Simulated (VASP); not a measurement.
## CoO: relaxation of shape and atoms at fixed volume with PBE+U

Crystal: CoO.

```
CELL_PARAMETERS angstrom
3.31795 0.00000 0.00000
-1.65897 2.87343 0.00000
0.00000 0.00000 5.34764
ATOMIC_POSITIONS crystal
Co 0.00000 0.00000 0.00058
Co 0.33333 0.66667 0.50058
O 0.00000 0.00000 0.37443
O 0.33333 0.66667 0.87443
```

```
Program                : VASP 6.6.1
Task                   : relaxation of shape and atoms at fixed volume
Functional             : PBE
Potentials or basis    : VASP PAW PBE potentials, release 64 (Co, O)
Cutoff                 : 600 eV
k mesh                 : 12 × 12 × 6
Occupations            : gaussian, width 0.02 eV
Spin                   : collinear spin, antiferromagnetic start
Starting moments       : [-2.67, 2.67, 0.0, 0.0] μB
Hubbard terms          : Co d U = 3.32 eV
Dipole correction      : no
Further INCAR settings : ALGO = Normal; EDIFF = 1e-06; IBRION = 2; EDIFFG = -0.01; NSW = 50; ISIF = 4
```

- Energy gained by relaxing: 0.1 meV/atom
- Ionic steps: 3
- Pressure after relaxing: -5.1 GPa
- Band gap on the k mesh: 1.20 eV (least direct gap 1.29 eV)
- Net moment: 0.00 μB per cell
- Site moments: Co -2.67, +2.67; O +0.08, -0.08 μB
- Valence electrons inside the program's atomic spheres: Co 7.83; O 4.99

Step by step:
```csv
step,energy change (eV),largest force (eV/Å),pressure (GPa),volume (Å³)
1,0.0000,0.0187,-5.20,50.98
2,-0.0001,0.0130,-5.17,50.98
3,-0.0002,0.0003,-5.15,50.98
```

Final structure:
```
Co O
1.0
     3.32202    0.00000    0.00000
    -1.66101    2.87696    0.00000
     0.00000    0.00000    5.33451
Co O
2 2
Cartesian
  0.0000 0.0000 5.3344
  0.0000 1.9180 2.6672
  0.0000 0.0000 2.0005
  0.0000 1.9180 4.6678
```

Levels at points of the mesh, in eV from the valence-band top:
Spin up:
| k point | band 11 | band 12 | band 13 | band 14 | band 15 | band 16 | band 17 | band 18 | band 19 |
| --- | --- | --- | --- | --- | --- | --- | --- | --- | --- |
| (0.00, 0.00, 0.00) | -1.25 | -1.25 | -1.18 | -0.09 | -0.09 | 1.20 | 3.44 | 4.01 | 4.01 |
| (0.50, 0.00, 0.00) | -2.47 | -1.82 | -1.57 | -0.67 | -0.25 | 2.29 | 2.83 | 3.40 | 6.42 |
| (0.00, 0.00, 0.50) | -1.53 | -1.36 | -1.36 | 0.00 | 0.00 | 2.92 | 3.49 | 3.96 | 3.96 |
| (0.50, 0.00, 0.50) | -2.21 | -1.37 | -1.25 | -0.71 | -0.61 | 2.36 | 3.15 | 3.36 | 6.09 |
Spin down:
| k point | band 12 | band 13 | band 14 | band 15 | band 16 | band 17 | band 18 | band 19 |
| --- | --- | --- | --- | --- | --- | --- | --- | --- |
| (0.00, 0.00, 0.00) | -1.25 | -1.18 | -0.09 | -0.09 | 1.20 | 3.44 | 4.01 | 4.01 |
| (0.50, 0.00, 0.00) | -1.82 | -1.57 | -0.67 | -0.25 | 2.29 | 2.83 | 3.40 | 6.42 |
| (0.00, 0.00, 0.50) | -1.36 | -1.36 | 0.00 | 0.00 | 2.92 | 3.49 | 3.96 | 3.96 |
| (0.50, 0.00, 0.50) | -1.37 | -1.25 | -0.71 | -0.61 | 2.36 | 3.15 | 3.36 | 6.09 |

Eigenvalues of the final occupation matrices:
| site | spin | trace | eigenvalues |
| --- | --- | --- | --- |
| site 1 d | 1 | 2.26 | 0.11 0.11 0.13 0.96 0.96 |
| site 1 d | 2 | 4.88 | 0.97 0.97 0.98 0.98 0.98 |
| site 2 d | 1 | 4.88 | 0.97 0.97 0.98 0.98 0.98 |
| site 2 d | 2 | 2.26 | 0.11 0.11 0.13 0.96 0.96 |

It took 7.8 min on 1 thread of Oxide Virtual Turin-like Processor (shared host), peak memory 0.28 GiB.

A k mesh can miss the band edges. The state reached can hang on the start; a lower one may exist.
